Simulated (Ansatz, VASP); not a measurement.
AgCl: VASP beside Ansatz

POSCAR

```
AgCl
1.0
    0.0000000000      2.8608164227      2.7731838142
    2.8608164227      0.0000000000      2.7731838142
    2.8608164227      2.8608164227      0.0000000000
Ag Cl
1 1
Direct
    0.0000000000      0.0000000000      0.0000000000
    0.5000000000      0.5000000000      0.5000000000
```

File INCAR.step1:

```
ALGO = Normal
EDIFF = 1E-4
ENCUT = 520
GGA = PE
ISMEAR = 0
LASPH = True
LCHARG = False
LREAL = False
LWAVE = True
NBANDS = 16
NELM = 80
PREC = Accurate
SIGMA = 0.01
```

File INCAR.step2:

```
ALGO = Normal
EDIFF = 1E-7
ENCUT = 520
ISIF = 2
ISMEAR = 0
ISTART = 1
LASPH = True
LCHARG = True
LELF = True
LMIXTAU = True
LREAL = False
LVHAR = True
LWAVE = False
METAGGA = R2SCAN
NBANDS = 16
NELM = 80
PREC = Accurate
SIGMA = 0.01
```

The input KPOINTS:

```
k-points
0
Gamma
  8 8 8
```

Input for Ansatz:

```yaml
crystal:
  lattice:
    - [0.0, 2.8608164227, 2.7731838142]
    - [2.8608164227, 0.0, 2.7731838142]
    - [2.8608164227, 2.8608164227, 0.0]
  atoms:
    - { symbol: Ag, position: [0.0, 0.0, 0.0] }
    - { symbol: Cl, position: [0.5, 0.5, 0.5] }
kpoints:
  mp_grid: { grid: [8, 8, 8] }
  band_path:
    path:
      - [0.0, 0.0, 0.0]
      - [0.5, 0.0, 0.5]
      - [0.625, 0.25, 0.625]
      - [0.375, 0.375, 0.75]
      - [0.5, 0.5, 0.5]
      - [0.5, 0.25, 0.75]
      - [0.0375, 0.0375, 0.075]
      - [0.0, 0.0, 0.5]
    npoints: 1
hamiltonian:
  xc: r2scan
scf:
  occupations: { method: fixed }
  n_extra_bands: 4
output:
  forces: true
  stress: true
  eigenvalues: true
  write_density: true
  write_potential: true
  elf: true
  volumetric_format: npy
```

Change from the starting cell: biaxial_xy strain +3.2%.

Alike in both runs: task single point; functional r2SCAN; k mesh 8 × 8 × 8; no spin polarisation.

|  | VASP | Ansatz |
| --- | --- | --- |
| version | VASP 6.6.1 | Ansatz 0.2.0 |
| potentials or method | VASP PAW PBE potentials, release 64 (Ag, Cl) | plane waves, PAW |
| plane-wave cutoff (eV) | 520 | 500 |
| occupations | gaussian, width 0.01 eV | fixed |
| valence electrons in the cell | 18 | 26 |

Ansatz gave:

| Quantity | Value |
| --- | --- |
| gap on the k mesh at the Fermi level (eV) | 1.40 |
| pressure (GPa) | -2.6 |
| traceless stress, the component that is largest in VASP (GPa) | 0.26 |

**Question.** What did VASP give for the same quantities?

**Answer.** gap on the k mesh at the Fermi level (eV): 1.35; pressure (GPa): -2.7; traceless stress, the component that is largest in VASP (GPa): 0.24.

VASP's potentials were made for PBE, not for r2SCAN. VASP's potentials hold 18 valence electrons a cell and Ansatz's 26, so a difference there can come from the potentials and not from the codes.
